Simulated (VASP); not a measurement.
Write the native input for VASP 6.6.1 that does the following.

| Item | Value |
| --- | --- |
| Task | single point |
| Functional | PBE |
| Potentials or basis | VASP PAW PBE potentials, release 64 (Hf_pv, O) |
| Cutoff | 520 eV |
| k mesh | 6 × 6 × 4 |
| Occupations | gaussian, width 0.05 eV |
| Spin | no spin polarisation |
| Dipole correction | no |
| Further INCAR settings | ALGO = Normal; EDIFF = 1e-06; NBANDS = 31 |

The structure of HfO2 lies in POSCAR:

```
HfO2
1.0
    4.1449505016      0.0000000000      0.0000000000
    0.0000000000      3.6043047840      0.0000000000
    0.0000000000      0.0000000000      5.2639672632
Hf O
2 4
Direct
    0.5000000000      0.5000000000      0.5000000000
    0.0000000000      0.0000000000      0.0000000000
    0.0000000000      0.5000000000      0.6932520948
    0.5000000000      0.0000000000      0.8067479052
    0.5000000000      0.0000000000      0.3067479052
    0.0000000000      0.5000000000      0.1932520948
```

This cell differs from its parent crystal: strain +0.1500 x Voigt [1, 0, 0, 0, 0, 0].

One way to write it, as run:

INCAR

```
SYSTEM = HfO2
ALGO     = Normal         ! electronic algorithm
EDIFF    = 1E-6           ! SCF threshold, eV
ENCUT    = 520            ! plane-wave cutoff, eV
GGA      = PE             ! functional
ISIF     = 2              ! what is computed and relaxed
ISMEAR   = 0              ! smearing method
LASPH    = .TRUE.         ! aspherical terms in the spheres
LCHARG   = .FALSE.        ! write CHGCAR
LREAL    = .FALSE.        ! projectors in reciprocal space
LWAVE    = .FALSE.        ! write WAVECAR
NBANDS   = 31             ! bands
NELM     = 60             ! most SCF steps
PREC     = Accurate       ! precision mode
SIGMA    = 0.05           ! smearing width, eV
```

KPOINTS

```
k-points
0
G
  6 6 4
  0 0 0
```

Potentials or basis: VASP PAW PBE potentials, release 64 (Hf_pv, O).

Run with:

```bash
$ cat potpaw_PBE.64/Hf_pv/POTCAR potpaw_PBE.64/O/POTCAR > POTCAR
$ mpirun -np 1 vasp_std > vasp.out
```

It gave:

```json
{"Pressure": "-24.3 GPa", "Largest force": "1.764 eV/Å", "Band gap on the k mesh": "3.62 eV (least direct gap 3.69 eV)"}
```

Caveat: the cell differs from its parent crystal (strain +0.1500 x Voigt [1, 0, 0, 0, 0, 0]); the cell stands under tension; spin-orbit coupling is left out, which moves the levels of the heavy elements; forces of over 1 eV/Å act on the atoms, so gaps and moduli don't describe the material at rest.

It took 2.5 min on 1 thread of Intel Xeon 8259CL, on a shared host, peak memory 0.24 GiB.
